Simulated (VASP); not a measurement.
Set up this calculation in VASP 6.6.1, as the native input.

```yaml
Task: single point
Functional: PBE
Potentials_or_basis: VASP PAW PBE potentials, release 64 (Ti_sv, O)
Cutoff: 520 eV
k_mesh: 10 × 10 × 10
Occupations: fermi-dirac, width 0.02 eV
Spin: no spin polarisation
Dipole_correction: no
Further_INCAR_settings: ALGO = Normal; EDIFF = 1e-07; NBANDS = 19
```

The structure of TiO2 lies in POSCAR:

```
TiO2
1.0
    0.0645545470      2.4613817874      2.4613817874
    2.4613817874      0.0645545470      2.4613817874
    2.4613817874      2.4613817874      0.0645545470
Ti O
1 2
Direct
    0.0000000000      0.0000000000      0.0000000000
    0.2490957144      0.2490957144      0.2490957144
    0.7509042856      0.7509042856      0.7509042856
```

This cell differs from its parent crystal: strain along [111] +4.0%.

The input as run:

INCAR

```
PREC = Accurate
ENCUT = 520
EDIFF = 1E-7
ISMEAR = -1
SIGMA = 0.02
LREAL = False
LASPH = True
NELM = 80
ALGO = Normal
ISIF = 2
LWAVE = False
LCHARG = True
GGA = PE
LELF = True
LVHAR = True
NBANDS = 19
```

KPOINTS

```
Automatic mesh
0
Gamma
  10 10 10
```

Potentials or basis: VASP PAW PBE potentials, release 64 (Ti_sv, O).

The run is started by

```console
$ cat potpaw_PBE.64/Ti_sv/POTCAR potpaw_PBE.64/O/POTCAR > POTCAR
$ mpirun -np 1 vasp_std > vasp.out
```

It gave:

| Item | Value |
| --- | --- |
| Pressure | -3.1 GPa |
| Largest force | 0.037 eV/Å |
| Band gap on the k mesh | 1.11 eV (least direct gap 1.76 eV) |

Caveat: the cell differs from its parent crystal (strain along [111] +4.0%); the cell stands under tension; the structure was generated, so it needn't be the stable form of TiO2.

Wall time 5 min on 1 thread of AMD EPYC 7571, on a shared host, peak memory 0.17 GiB.
